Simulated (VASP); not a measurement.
# BN (Qingsongite) (F-43m) in VASP: further runs, part 2 of 2

VASP 6.6.1. The steps go on from the part before.

## 3. Relaxation of the atoms, PBE

This run uses another cell than the first one, of 5.91 Å³/atom, 1.020 times its volume.

INCAR reads:

```
SYSTEM = BN
ALGO = Normal
EDIFF = 1E-7
EDIFFG = -0.02
ENCUT = 520
GGA = PE
IBRION = 2
ISIF = 2
ISMEAR = -1
LASPH = .TRUE.
LCHARG = .FALSE.
LREAL = .FALSE.
LWAVE = .FALSE.
NELM = 80
NSW = 80
PREC = Accurate
SIGMA = 0.02
```

KPOINTS reads:

```
k-points
0
G
  14 14 14
  0 0 0
```

POSCAR reads:

```
BN
1.0
    0.0000000000      1.8075000000      1.8075000000
    1.8075000000      0.0000000000      1.8075000000
    1.8075000000      1.8075000000      0.0000000000
B N
1 1
Direct
    0.0000000000      0.0000000000      0.0000000000
    0.2500000000      0.2500000000      0.2500000000
```

Potentials or basis: VASP PAW PBE potentials, release 64 (B, N).

The run is started by

```
cat potpaw_PBE.64/B/POTCAR potpaw_PBE.64/N/POTCAR > POTCAR
mpirun -np 1 vasp_std > vasp.out
```

OUTCAR:

```text
SYSTEM = BN
   EDIFF = 1E-7
   EDIFFG = -0.02
   ENCUT = 520
   GGA = PE
   IBRION = 2
   ISIF = 2
   ISMEAR = -1
   LASPH = .TRUE.
   LREAL = .FALSE.
   NELM = 80
   NSW = 80
   PREC = Accurate

 ion  position               nearest neighbor table
   1  0.000  0.000  0.000-   2 1.57   2 1.57   2 1.57   2 1.57
   2  0.250  0.250  0.250-   1 1.57   1 1.57   1 1.57   1 1.57

  LATTYP: Found a face centered cubic cell.
 ALAT       =     3.6150000000

  Lattice vectors:

 A1 = (   0.0000000000,   1.8075000000,   1.8075000000)
 A2 = (   1.8075000000,   0.0000000000,   1.8075000000)
 A3 = (   1.8075000000,   1.8075000000,   0.0000000000)

Analysis of symmetry for initial positions (statically):
=====================================================================
 Subroutine PRICEL returns:
 Original cell was already a primitive cell.

 Routine SETGRP: Setting up the symmetry group for a
 face centered cubic supercell.

 Subroutine GETGRP returns: Found 24 space group operations
 (whereof 24 operations were pure point group operations)
 out of a pool of 48 trial point group operations.

The static configuration has the point symmetry T_d .

Analysis of symmetry for dynamics (positions and initial velocities):
=====================================================================
 Subroutine PRICEL returns:
 Original cell was already a primitive cell.

 Routine SETGRP: Setting up the symmetry group for a
 face centered cubic supercell.

 Subroutine GETGRP returns: Found 24 space group operations
 (whereof 24 operations were pure point group operations)
 out of a pool of 48 trial point group operations.

The dynamic configuration has the point symmetry T_d .

 Subroutine INISYM returns: Found 24 space group operations
 (whereof 24 operations are pure point group operations),
 and found     1 'primitive' translations

----------------------------------------------------------------------------------------
[... 111 lines left out ...]
   IMIX   =      4    mixing-type and parameters
     AMIX     =   0.40;   BMIX     =  1.00
     AMIX_MAG =   1.60;   BMIX_MAG =  1.00
  volume/ion in A,a.u.               =       5.91        39.85
  Fermi-wavevector in a.u.,A,eV,Ry     =   1.437749  2.716952 28.124920  2.067123
  Thomas-Fermi vector in A             =   2.556793
   LORBIT       =      0    0 simple, 1 ext, 2 COOP (PROOUT), +10 PAW based schemes
   GGA     = PE    functional components
   LHFCALC =     F    Hartree Fock is set to
   AEXX    =    0.0000 exact exchange contribution
   IVDW    =     0    specifies the selected vdW correction
   LEPSILON=     F    determine dielectric tensor
   LRPA    =     F    only Hartree local field effects (RPA)
 conjugate gradient relaxation of ions
 non-spin polarized calculation
  energy-cutoff  :      520.00
  volume of cell :       11.81
 maximum number of plane-waves:       332
   NGX =  9   NGY =  9   NGZ =  9

 number of electron       7.9999999 magnetization

 Free energy of the ion-electron system (eV)
  ---------------------------------------------------
  ext. energy  EPLUGINS =         0.00000000
  ---------------------------------------------------
  free energy    TOTEN  =       -17.44979395 eV

  energy without entropy =      -17.44979395  energy(sigma->0) =      -17.44979395

 E-fermi :   7.7896     XC(G=0): -12.8220

 val. band max:        7.4029399500   @ k =   0.0000   0.0000   0.0000
 cond. band min:      11.8622701708   @ k =   0.5000   0.5000   0.0000
 fundamental gap:      4.4593302208
 Fermi energy:         7.7896077266

 k-point     1 :       0.0000    0.0000    0.0000
  band No.  band energies     occupation
      1     -12.8278      2.00000
      2       7.4029      2.00000
      3       7.4029      2.00000
      4       7.4029      2.00000
      5      16.2228      0.00000
      6      16.2228      0.00000
      7      16.2228      0.00000
      8      17.7523      0.00000
[... 243 lines left out ...]
 k-point    24 :       0.2857    0.1429    0.0000
  band No.  band energies     occupation
      1     -11.0623      2.00000
      2       2.3664      2.00000
      3       5.0580      2.00000
      4       5.5443      2.00000
      5      15.6459      0.00000
      6      19.0636      0.00000
      7      19.5533      0.00000
      8      20.2288      0.00000

 [... further k-points ...]
[... 5 lines left out ...]
  --------------------------------------------------------------------------------------
  -------------------------------------------------------------------------------------
  Total        0.2423342      0.2423342      0.2423342     -0.0000000     -0.0000000     -0.0000000
  in kB       32.8745884     32.8745884     32.8745884     -0.0000000     -0.0000000     -0.0000000
  external PRESSURE =      32.8745884 kB  Pullay stress =       0.0000000 kB

 VOLUME and BASIS-vectors are now :
 -----------------------------------------------------------------------------
  energy-cutoff  :      520.00
  volume of cell :       11.81
      direct lattice vectors                 reciprocal lattice vectors
     0.000000000  1.807500000  1.807500000    -0.276625173  0.276625173  0.276625173
     1.807500000  0.000000000  1.807500000     0.276625173 -0.276625173  0.276625173
     1.807500000  1.807500000  0.000000000     0.276625173  0.276625173 -0.276625173

 POSITION                                       TOTAL-FORCE (eV/Angst)
 -----------------------------------------------------------------------------------
      0.00000      0.00000      0.00000        -0.000000     -0.000000     -0.000000
      0.90375      0.90375      0.90375         0.000000      0.000000      0.000000
 -----------------------------------------------------------------------------------
    total drift:                                0.000000      0.000000      0.000000

  FREE ENERGIE OF THE ION-ELECTRON SYSTEM (eV)
  ---------------------------------------------------
  free  energy   TOTEN  =       -17.4497939479 eV

  energy  without entropy=      -17.4497939479  energy(sigma->0) =      -17.44979395

 reached required accuracy - stopping structural energy minimisation
```

OSZICAR:

```text
N       E                     dE             d eps       ncg     rms          rms(c)
DAV:   1     0.735162355172E+01    0.73516E+01   -0.53706E+03  1712   0.100E+03
DAV:   2    -0.182253026684E+02   -0.25577E+02   -0.24804E+02  2344   0.170E+02
DAV:   3    -0.184147119185E+02   -0.18941E+00   -0.18941E+00  1840   0.178E+01
DAV:   4    -0.184148993979E+02   -0.18748E-03   -0.18748E-03  2376   0.480E-01
DAV:   5    -0.184148994658E+02   -0.67888E-07   -0.67888E-07  1808   0.648E-03    0.670E+00
DAV:   6    -0.175376322119E+02    0.87727E+00   -0.34321E+00  2112   0.136E+01    0.329E+00
DAV:   7    -0.174641301739E+02    0.73502E-01   -0.95308E-02  2184   0.302E+00    0.191E+00
DAV:   8    -0.174494983506E+02    0.14632E-01   -0.41645E-02  1944   0.187E+00    0.193E-01
DAV:   9    -0.174497142095E+02   -0.21586E-03   -0.56153E-04  1744   0.257E-01    0.761E-02
DAV:  10    -0.174497892160E+02   -0.75007E-04   -0.13778E-04  2400   0.119E-01    0.155E-02
DAV:  11    -0.174497939189E+02   -0.47029E-05   -0.75569E-06  1896   0.271E-02    0.677E-03
DAV:  12    -0.174497939259E+02   -0.69740E-08   -0.13249E-06  2064   0.960E-03    0.461E-04
DAV:  13    -0.174497939479E+02   -0.22002E-07   -0.26531E-08   832   0.184E-03
   1 F= -.17449794E+02 E0= -.17449794E+02  d E =-.174498E+02
```

Wall time 6.2 s (1 thread of Intel Xeon Platinum 8488C (Sapphire Rapids), shared host); peak memory 0.12 GiB.

What came out:

```yaml
Free_energy: -17.4498 eV
Pressure_after_relaxing: 3.3 GPa
Band_gap_on_the_k_mesh: 4.46 eV, indirect (least direct gap 8.82 eV)
```

Final structure:
```yaml
crystal:
  lattice:
    - [0.00000, 1.80750, 1.80750]
    - [1.80750, 0.00000, 1.80750]
    - [1.80750, 1.80750, 0.00000]
  atoms:
    - { symbol: B, position: [0.00000, 0.00000, 0.00000] }
    - { symbol: N, position: [0.25000, 0.25000, 0.25000] }
```

Caveat: the relaxation stopped at its first step, so nothing moved. A k mesh can miss the band edges.

## 4. Relaxation of the atoms, PBE (volume scaled by 1.02)

INCAR reads:

```
SYSTEM = BN
PREC = Accurate
ENCUT = 520
EDIFF = 1E-6
ISMEAR = -1
SIGMA = 0.02
LREAL = .False.
LASPH = .True.
NELM = 100
ALGO = Normal
ISIF = 2
LWAVE = .False.
LCHARG = .False.
GGA = PE
IBRION = 2
NSW = 80
EDIFFG = -0.02
```

KPOINTS reads:

```
Automatic mesh
0
Gamma
  14 14 14
  0 0 0
```

POSCAR reads:

```
BN
1.0
    0.0000000000      1.8194705475      1.8194705475
    1.8194705475      0.0000000000      1.8194705475
    1.8194705475      1.8194705475      0.0000000000
B N
1 1
Direct
    0.0000000000      0.0000000000      0.0000000000
    0.2500000000      0.2500000000      0.2500000000
```

Potentials or basis: VASP PAW PBE potentials, release 64 (B, N).

The run is started by

```
cat potpaw_PBE.64/B/POTCAR potpaw_PBE.64/N/POTCAR > POTCAR
mpirun -np 1 vasp_std > vasp.out
```

OUTCAR:

```text
SYSTEM = BN
   PREC = Accurate
   ENCUT = 520
   EDIFF = 1E-6
   ISMEAR = -1
   LREAL = .False.
   LASPH = .True.
   NELM = 100
   ISIF = 2
   GGA = PE
   IBRION = 2
   NSW = 80
   EDIFFG = -0.02

 ion  position               nearest neighbor table
   1  0.000  0.000  0.000-   2 1.58   2 1.58   2 1.58   2 1.58
   2  0.250  0.250  0.250-   1 1.58   1 1.58   1 1.58   1 1.58

  LATTYP: Found a face centered cubic cell.
 ALAT       =     3.6389410950

  Lattice vectors:

[... 443 lines left out ...]
      4       5.3281      2.00000
      5      15.3001      0.00000
      6      18.6005      0.00000
      7      19.1481      0.00000
      8      19.7845      0.00000

 [... further k-points ...]
[... 5 lines left out ...]
  --------------------------------------------------------------------------------------
  -------------------------------------------------------------------------------------
  Total       -0.3059864     -0.3059864     -0.3059864      0.0000000     -0.0000000     -0.0000000
  in kB      -40.6956218    -40.6956218    -40.6956218      0.0000000     -0.0000000     -0.0000000
  external PRESSURE =     -40.6956218 kB  Pullay stress =       0.0000000 kB

 VOLUME and BASIS-vectors are now :
 -----------------------------------------------------------------------------
  energy-cutoff  :      520.00
  volume of cell :       12.05
      direct lattice vectors                 reciprocal lattice vectors
     0.000000000  1.819470547  1.819470547    -0.274805218  0.274805218  0.274805218
     1.819470547  0.000000000  1.819470547     0.274805218 -0.274805218  0.274805218
     1.819470547  1.819470547  0.000000000     0.274805218  0.274805218 -0.274805218

 POSITION                                       TOTAL-FORCE (eV/Angst)
 -----------------------------------------------------------------------------------
      0.00000      0.00000      0.00000         0.000000     -0.000000     -0.000000
      0.90974      0.90974      0.90974        -0.000000      0.000000      0.000000
 -----------------------------------------------------------------------------------
    total drift:                                0.000000      0.000000      0.000000

  FREE ENERGIE OF THE ION-ELECTRON SYSTEM (eV)
  ---------------------------------------------------
  free  energy   TOTEN  =       -17.4495294460 eV

  energy  without entropy=      -17.4495294460  energy(sigma->0) =      -17.44952945

 reached required accuracy - stopping structural energy minimisation
```

CONTCAR:

```text
BN
   1.00000000000000
     0.0000000000000000    1.8194705474999999    1.8194705474999999
     1.8194705474999999    0.0000000000000000    1.8194705474999999
     1.8194705474999999    1.8194705474999999    0.0000000000000000
  B               N
     1     1
Direct
     0.0000000000000000    0.0000000000000000    0.0000000000000000
     0.2500000000000000    0.2500000000000000    0.2500000000000000

  0.00000000E+00  0.00000000E+00  0.00000000E+00
  0.00000000E+00  0.00000000E+00  0.00000000E+00
```

It took 5.8 s on 1 thread of Intel Xeon Platinum 8488C (Sapphire Rapids), shared host; peak memory 0.12 GiB.

What came out:

* Free energy: -17.4495 eV
* Pressure after relaxing: -4.1 GPa
* Band gap on the k mesh: 4.44 eV, indirect (least direct gap 8.73 eV)

Final structure:
```
B N
1.0
     0.00000    1.81947    1.81947
     1.81947    0.00000    1.81947
     1.81947    1.81947    0.00000
B N
1 1
Direct
  0.00000 0.00000 0.00000
  0.25000 0.25000 0.25000
```

Caveat: the cell differs from its parent crystal (volume scaled by 1.02); the relaxation stopped at its first step, so nothing moved.

## 5. Overview

```tsv
cell	gap on the mesh (eV)	pressure (GPa)
atoms relaxed from a = 2.539 Å, angles 60.0°, 2 atoms	4.48	11.4
atoms relaxed from a = 2.556 Å, angles 60.0°, 2 atoms	4.46	3.3
atoms relaxed from a = 2.573 Å, angles 60.0°, 2 atoms	4.44	-4.1
```

Alike in all rows: task relaxation of the atoms; level PBE; potentials or basis VASP PAW PBE potentials, release 64 (B, N); no spin polarisation; k mesh 14 × 14 × 14; cutoff (eV) 520; smearing fermi-dirac 0.02 eV.

Caveats: the relaxation stopped at its first step, so nothing moved.

Total energies depend on the potentials used, so only differences within one code and one set of settings carry meaning.
